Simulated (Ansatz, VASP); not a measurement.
## Hf in VASP and in Ansatz

```
CELL_PARAMETERS angstrom
-1.80500 1.80500 1.80500
1.80500 -1.80500 1.80500
1.80500 1.80500 -1.80500
ATOMIC_POSITIONS crystal
Hf 0.00000 0.00000 0.00000
```

Alike in both runs: functional revPBE; k mesh 10 × 10 × 10; occupations fermi-dirac, width 0.05 eV; no spin polarisation.

|  | VASP | Ansatz |
| --- | --- | --- |
| version | VASP 6.6.1 | Ansatz 0.2.0 |
| potentials or method | VASP PAW PBE potentials, release 64 (Hf_pv) | Ansatz PAW |
| plane-wave cutoff (eV) | 520 | 420 |
| valence electrons in the cell | 10 | 26 |
| task | single point | band structure |

```csv
,VASP,Ansatz,Ansatz less VASP
gap on the k mesh at the Fermi level (eV),none,none,-
pressure (GPa),-3.3,-2.9,+0.40
```

VASP's potentials were made for PBE, not for revPBE. A gap of «none» marks a metal or a gap that the smearing closes. VASP's potentials hold 10 valence electrons a cell and Ansatz's 26, so a difference there can come from the potentials and not from the codes.

Neither program's run includes spin-orbit coupling.
